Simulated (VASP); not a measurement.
# Ir2C3 (I4/mmm) in VASP: single point with PBE

Aim: the single point of Ir2C3 with PBE.

Everything below comes from runs of VASP 6.6.1. Logs are shortened: lines on timing, memory, paths and dates and some standing lists are left out, and cuts for length are marked.

## 1. The cell of the first run

It takes space group I4/mmm (No. 139, tetragonal). Conventional cell: a = 4.650 Å, b = 4.650 Å, c = 5.162 Å, α = 90.00°, β = 90.00°, γ = 90.00°. Ir (site symmetry 4mm) has 1 C at 1.61 Å and 1 Ir at 1.94 Å within 2.1 Å. C (site symmetry mmm) has 4 C at 2.33 to 2.58 Å and 8 Ir at 2.52 to 2.83 Å within 3.1 Å. C (site symmetry 4/mmm) has 2 Ir at 1.61 Å within 2.1 Å.

## 2. Single point, PBE

The input, INCAR:

```
SYSTEM = Ir2C3
  PREC = Accurate
  ENCUT = 520
  EDIFF = 1E-7
  ISMEAR = 0
  SIGMA = 0.1
  LREAL = .False.
  LASPH = .True.
  NELM = 80
  ALGO = Normal
  ISIF = 2
  LWAVE = .False.
  LCHARG = .False.
  GGA = PE
  NBANDS = 23
```

The input, KPOINTS:

```
regular mesh
0
Gamma
  6 6 6
  0 0 0
```

The input, POSCAR:

```
Ir2C3
1.0
   -2.3250075300      2.3250075300      2.5811360800
    2.3250075300     -2.3250075300      2.5811360800
    2.3250075300      2.3250075300     -2.5811360800
Ir C
2 3
Direct
    0.1879539200      0.1879539200      0.0000000000
    0.8120460800      0.8120460800      0.0000000000
    0.5000000000      0.0000000000      0.5000000000
    0.0000000000      0.5000000000      0.5000000000
    0.5000000000      0.5000000000      0.0000000000
```

Potentials or basis: VASP PAW PBE potentials, release 64 (Ir, C).

Command:

```console
> cat potpaw_PBE.64/Ir/POTCAR potpaw_PBE.64/C/POTCAR > POTCAR
> mpirun -np 1 vasp_std > vasp.out
```

OUTCAR:

```text
SYSTEM = Ir2C3
   PREC = Accurate
   ENCUT = 520
   EDIFF = 1E-7
   ISMEAR = 0
   LREAL = .False.
   LASPH = .True.
   NELM = 80
   ISIF = 2
   GGA = PE

 ion  position               nearest neighbor table
   1  0.188  0.188  0.000-   5 1.61   2 1.94   4 2.52   3 2.52   4 2.52   3 2.52   2 3.22   2 3.35
                             2 3.35   2 3.35   2 3.35
   2  0.812  0.812  0.000-   5 1.61   1 1.94   3 2.52   4 2.52   3 2.52   4 2.52   1 3.22   1 3.35
                             1 3.35   1 3.35   1 3.35
   3  0.500  0.000  0.500-   1 2.52   2 2.52   1 2.52   2 2.52
   4  0.000  0.500  0.500-   1 2.52   2 2.52   1 2.52   2 2.52
   5  0.500  0.500  0.000-   1 1.61   2 1.61

  LATTYP: Found a body centered tetragonal cell.
 ALAT       =     4.6500150600
 C/A-ratio  =     1.1101624604

  Lattice vectors:

 A1 = (  -2.3250075300,   2.3250075300,   2.5811360800)
 A2 = (   2.3250075300,  -2.3250075300,   2.5811360800)
 A3 = (   2.3250075300,   2.3250075300,  -2.5811360800)

Analysis of symmetry for initial positions (statically):
=====================================================================
 Subroutine PRICEL returns:
 Original cell was already a primitive cell.

 Routine SETGRP: Setting up the symmetry group for a
 body centered tetragonal supercell.

 Subroutine GETGRP returns: Found 16 space group operations
 (whereof 16 operations were pure point group operations)
 out of a pool of 16 trial point group operations.

The static configuration has the point symmetry D_4h.

Analysis of symmetry for dynamics (positions and initial velocities):
=====================================================================
 Subroutine PRICEL returns:
 Original cell was already a primitive cell.

 Routine SETGRP: Setting up the symmetry group for a
 body centered tetragonal supercell.

 Subroutine GETGRP returns: Found 16 space group operations
 (whereof 16 operations were pure point group operations)
 out of a pool of 16 trial point group operations.

The dynamic configuration has the point symmetry D_4h.

 Subroutine INISYM returns: Found 16 space group operations
 (whereof 16 operations are pure point group operations),
 and found     1 'primitive' translations

----------------------------------------------------------------------------------------

                                     Primitive cell

  volume of cell :      55.8110

  direct lattice vectors                    reciprocal lattice vectors
    -2.325007530  2.325007530  2.581136080     0.000000000  0.215053067  0.193713150
     2.325007530 -2.325007530  2.581136080     0.215053067  0.000000000  0.193713150
     2.325007530  2.325007530 -2.581136080     0.215053067  0.215053067  0.000000000

  length of vectors
     4.180141564  4.180141564  4.180141564     0.289434977  0.289434977  0.304130964

  position of ions in fractional coordinates (direct lattice)
     0.187953920  0.187953920  0.000000000
     0.812046080  0.812046080  0.000000000
     0.500000000  0.000000000  0.500000000
     0.000000000  0.500000000  0.500000000
     0.500000000  0.500000000  0.000000000

  ion indices of the primitive-cell ions
   primitive index   ion index
                 1           1
                 2           2
                 3           3
                 4           4
                 5           5

----------------------------------------------------------------------------------------

 KPOINTS: regular mesh

Automatic generation of k-mesh.
 Grid dimensions read from file:
 generate k-points for:    6    6    6

 Generating k-lattice:

  Cartesian coordinates                     Fractional coordinates (reciprocal lattice)
     0.000000000  0.035842178  0.032285525     0.166666667  0.000000000  0.000000000
     0.035842178  0.000000000  0.032285525     0.000000000  0.166666667  0.000000000
     0.035842178  0.035842178  0.000000000     0.000000000  0.000000000  0.166666667

  Length of vectors
     0.048239163  0.048239163  0.050688494

  Shift w.r.t. Gamma in fractional coordinates (k-lattice)
     0.000000000  0.000000000  0.000000000

 Subroutine IBZKPT returns following result:
 ===========================================

 Found     30 irreducible k-points:

 Following reciprocal coordinates:
            Coordinates               Weight
  0.000000  0.000000  0.000000      1.000000
  0.166667 -0.000000  0.000000      8.000000
  0.333333 -0.000000  0.000000      8.000000
  0.500000 -0.000000  0.000000      4.000000
  0.166667  0.166667  0.000000      8.000000
  0.333333  0.166667  0.000000     16.000000
[... 16 lines left out ...]
 -0.333333 -0.333333  0.166667      8.000000
 -0.166667 -0.333333  0.166667      8.000000
 [... further k-points ...]
   k-points           NKPTS =     30   k-points in BZ     NKDIM =     30   number of bands    NBANDS=     23
   number of dos      NEDOS =    301   number of ions     NIONS =      5
   total plane-waves  NPLWV =  32768
   dimension x,y,z NGX =    32 NGY =   32 NGZ =   32
   dimension x,y,z NGXF=    64 NGYF=   64 NGZF=   64
   ions per type =               2   3
   NGX,Y,Z   is equivalent  to a cutoff of  12.73, 12.73, 12.73 a.u.
   NGXF,Y,Z  is equivalent  to a cutoff of  25.45, 25.45, 25.45 a.u.
 SYSTEM =  Ir2C3
   PREC   = accura    normal or accurate (medium, high low for compatibility)
   ISTART =      0    job   : 0-new  1-cont  2-samecut
   ICHARG =      2    charge: 1-file 2-atom 10-const
   ISPIN  =      1    spin polarized calculation?
   LNONCOLLINEAR =      F non collinear calculations
   LSORBIT =      F    spin-orbit coupling
   LASPH  =      T    aspherical Exc in radial PAW
   ENCUT  =  520.0 eV  38.22 Ry    6.18 a.u.   7.77  7.77  7.77*2*pi/ulx,y,z
   NELM   =     80;   NELMIN=  2; NELMDL= -5     # of ELM steps
   EDIFF  = 0.1E-06   stopping-criterion for ELM
   LREAL  =      F    real-space projection
   EDIFFG = 0.1E-05   stopping-criterion for IOM
   NSW    =      0    number of steps for IOM
   IBRION =     -1    ionic relax: 0-MD 1-quasi-New 2-CG
   NFREE  =      0    steps in history (QN), initial steepest desc. (CG)
   ISIF   =      2    stress and relaxation
   ISYM   =      2    0-nonsym 1-usesym 2-fastsym
   POTIM  = 0.5000    time-step for ionic-motion
   TEBEG  =    0.0;   TEEND  =   0.0 temperature during run
   PSTRESS=    0.0 pullay stress
   NELECT =      30.0000    total number of electrons
   NUPDOWN=      -1.0000    fix difference up-down
   EMIN   =  10.00;   EMAX   =-10.00  energy-range for DOS
   EFERMI =   0.00;   METHOD = LEGACY
   ISMEAR =     0;   SIGMA  =   0.10  broadening in eV -4-tet -1-fermi 0-gaus
   EFERMI_NEDOS =   21; number of points for ismear=-14 and -15
   IALGO  =     38    algorithm
   IMIX   =      4    mixing-type and parameters
     AMIX     =   0.40;   BMIX     =  1.00
     AMIX_MAG =   1.60;   BMIX_MAG =  1.00
  volume/ion in A,a.u.               =      11.16        75.33
  Fermi-wavevector in a.u.,A,eV,Ry     =   1.331094  2.515403 24.106954  1.771811
  Thomas-Fermi vector in A             =   2.460131
   LORBIT       =      0    0 simple, 1 ext, 2 COOP (PROOUT), +10 PAW based schemes
   GGA     = PE    functional components
   LHFCALC =     F    Hartree Fock is set to
   AEXX    =    0.0000 exact exchange contribution
   IVDW    =     0    specifies the selected vdW correction
   LEPSILON=     F    determine dielectric tensor
   LRPA    =     F    only Hartree local field effects (RPA)
 non-spin polarized calculation
 Gauss-broadening in eV      SIGMA  =   0.10
  energy-cutoff  :      520.00
  volume of cell :       55.81
 maximum number of plane-waves:      1521
   NGX = 15   NGY = 15   NGZ = 15

 number of electron      29.9999998 magnetization

 Free energy of the ion-electron system (eV)
  ---------------------------------------------------
  ext. energy  EPLUGINS =         0.00000000
  ---------------------------------------------------
  free energy    TOTEN  =       -24.08253694 eV

  energy without entropy =      -24.06780301  energy(sigma->0) =      -24.07516997

 E-fermi :   7.4980     XC(G=0): -12.5086

 val. band max:        7.4937714012   @ k =  -0.3333  -0.3333   0.1667
 cond. band min:       7.5124897953   @ k =  -0.1667   0.3333   0.1667
 fundamental gap:      0.0187183941
 Fermi energy:         7.4980476169

 k-point     1 :       0.0000    0.0000    0.0000
  band No.  band energies     occupation
      1      -7.7567      2.00000
      2      -3.9187      2.00000
      3      -1.8408      2.00000
      4      -1.8408      2.00000
      5      -0.8740      2.00000
      6       1.6578      2.00000
[... 15 lines left out ...]
     22      11.6058      0.00000
     23      11.6058      0.00000

 k-point     2 :       0.1667   -0.0000    0.0000
  band No.  band energies     occupation
      1      -7.4000      2.00000
      2      -3.8425      2.00000
      3      -2.2262      2.00000
      4      -1.5859      2.00000
      5      -0.4585      2.00000
      6       0.4838      2.00000
[... 15 lines left out ...]
     22      12.0554      0.00000
     23      12.1578      0.00000

 k-point     3 :       0.3333   -0.0000    0.0000
  band No.  band energies     occupation
      1      -6.4012      2.00000
      2      -3.7240      2.00000
      3      -2.8492      2.00000
      4      -1.3951      2.00000
      5      -0.8435      2.00000
      6       0.3875      2.00000
[... 15 lines left out ...]
     22      13.4094      0.00000
     23      13.9457      0.00000
[... 495 lines left out ...]
 k-point    23 :      -0.3333   -0.3333    0.1667
  band No.  band energies     occupation
      1      -5.9683      2.00000
      2      -3.4521      2.00000
      3      -3.3037      2.00000
      4      -1.4840      2.00000
      5       0.1711      2.00000
      6       0.2392      2.00000
[... 15 lines left out ...]
     22      13.4434      0.00000
     23      14.0440      0.00000

 k-point    24 :      -0.1667   -0.3333    0.1667
  band No.  band energies     occupation
      1      -5.9013      2.00000
      2      -3.4731      2.00000
      3      -2.9910      2.00000
      4      -2.1556      2.00000
      5      -0.1551      2.00000
      6       0.1136      2.00000
[... 15 lines left out ...]
     22      14.1800      0.00000
     23      14.2157      0.00000

 [... further k-points ...]

------------------------ aborting loop because EDIFF is reached ----------------------------------------

  FORCE on cell =-STRESS in cart. coord.  units (eV):
  Direction    XX          YY          ZZ          XY          YZ          ZX
  --------------------------------------------------------------------------------------
  -------------------------------------------------------------------------------------
  Total       -4.5503915     -4.5503915     84.2902761      0.0000000      0.0000000      0.0000000
  in kB     -130.6290358   -130.6290358   2419.7385218      0.0000000      0.0000000      0.0000000
  external PRESSURE =     719.4934834 kB  Pullay stress =       0.0000000 kB

 VOLUME and BASIS-vectors are now :
 -----------------------------------------------------------------------------
  energy-cutoff  :      520.00
  volume of cell :       55.81
      direct lattice vectors                 reciprocal lattice vectors
    -2.325007530  2.325007530  2.581136080     0.000000000  0.215053067  0.193713150
     2.325007530 -2.325007530  2.581136080     0.215053067  0.000000000  0.193713150
     2.325007530  2.325007530 -2.581136080     0.215053067  0.215053067  0.000000000

 POSITION                                       TOTAL-FORCE (eV/Angst)
 -----------------------------------------------------------------------------------
      0.00000      0.00000      0.97027         0.000000      0.000000      7.017878
      0.00000      0.00000      4.19200         0.000000      0.000000     -7.017878
      0.00000      2.32501      0.00000        -0.000000     -0.000000      0.000000
      2.32501      0.00000      0.00000        -0.000000     -0.000000      0.000000
      0.00000      0.00000      2.58114        -0.000000     -0.000000      0.000000
 -----------------------------------------------------------------------------------
    total drift:                               -0.000000      0.000000      0.000000

  FREE ENERGIE OF THE ION-ELECTRON SYSTEM (eV)
  ---------------------------------------------------
  free  energy   TOTEN  =       -24.0825369356 eV

  energy  without entropy=      -24.0678030062  energy(sigma->0) =      -24.07516997
```

Run time: 18 s. Hardware: 1 thread of Intel Xeon Platinum 8559C (Emerald Rapids), shared host; peak memory 0.19 GiB.

What came out:

| Property | Result |
| --- | --- |
| Free energy | -24.0825 eV |
| Pressure | 71.9 GPa |
| Largest force | 7.018 eV/Å |
| Band gap on the k mesh | zero (band 15 reaches 7.63 eV, above the bottom of band 16 at 6.94 eV) |

Forces in eV/Å, atoms in the order of the input:
```
Ir   0.000  0.000  7.018
Ir   0.000  0.000 -7.018
C    0.000  0.000  0.000
C    0.000  0.000  0.000
C    0.000  0.000  0.000
```

Stress tensor (GPa, compression positive):
```
-13.06   0.00   0.00
  0.00 -13.06   0.00
  0.00   0.00 241.97
```

Caveat: spin-orbit coupling is left out, which moves the levels of the heavy elements; forces of over 1 eV/Å act on the atoms, so gaps and moduli don't describe the material at rest.
